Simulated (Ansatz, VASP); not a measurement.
**One calculation of Ga, two programs**

INCAR

```
  PREC = Accurate
  ENCUT = 600
  EDIFF = 1E-6
  ISMEAR = 0
  SIGMA = 0.1
  LREAL = F
  LASPH = T
  NELM = 100
  ALGO = Fast
  ISIF = 3
  LWAVE = F
  LCHARG = F
  GGA = PE
  IBRION = 2
  NSW = 100
  EDIFFG = -0.01
```

The input KPOINTS:

```
Automatic mesh
0
Gamma
  21 21 20
```

POSCAR

```
Ga
1.0
    2.8879143029      0.0000000000      0.0000000000
   -1.4439571514      2.5010071502      0.0000000000
    0.0000000000      0.0000000000      2.6983949268
Ga
1
Direct
    0.0000000000      0.0000000000      0.0000000000
```

Input for Ansatz:

```yaml
crystal:
  lattice:
    - [2.8879143029, 0.0, 0.0]
    - [-1.4439571514, 2.5010071502, 0.0]
    - [0.0, 0.0, 2.6983949268]
  atoms:
    - { symbol: Ga, position: [0.0, 0.0, 0.0] }
basis:
  ecutwfc: 420
kpoints:
  mp_grid: { grid: [21, 21, 20] }
hamiltonian:
  xc: pbe
scf:
  occupations: { method: gaussian, width: 0.1 }
output:
  forces: true
  stress: true
  eigenvalues: true
relax:
  adjacent_minimum: "off"
  f_tol: 0.01
  max_steps: 80
  cell: { stress_tol: 0.05 }
```

Alike in both runs: task relaxation of cell and atoms; functional PBE; k mesh 21 × 21 × 20; occupations gaussian, width 0.1 eV; no spin polarisation.

|  | VASP | Ansatz |
| --- | --- | --- |
| version | VASP 6.6.1 | Ansatz 0.2.0 |
| potentials or method | VASP PAW PBE potentials, release 64 (Ga_d), cutoff 600 eV | scalar-relativistic, plane waves, PAW |
| valence electrons in the cell | 13 | 13 |

Ansatz gave:

| Quantity | Value |
| --- | --- |
| gap on the k mesh at the Fermi level, each at its own relaxed structure (eV) | none |
| relaxed volume (Å³/atom) | 19.42 |
| relaxed cell length with the largest relative difference (Å) | 2.734 |

Q: What did VASP give for the same quantities?

A: gap on the k mesh at the Fermi level, each at its own relaxed structure (eV): none; relaxed volume (Å³/atom): 19.47; relaxed cell length with the largest relative difference (Å): 2.738.

A gap of «none» marks a metal or a gap that the smearing closes.
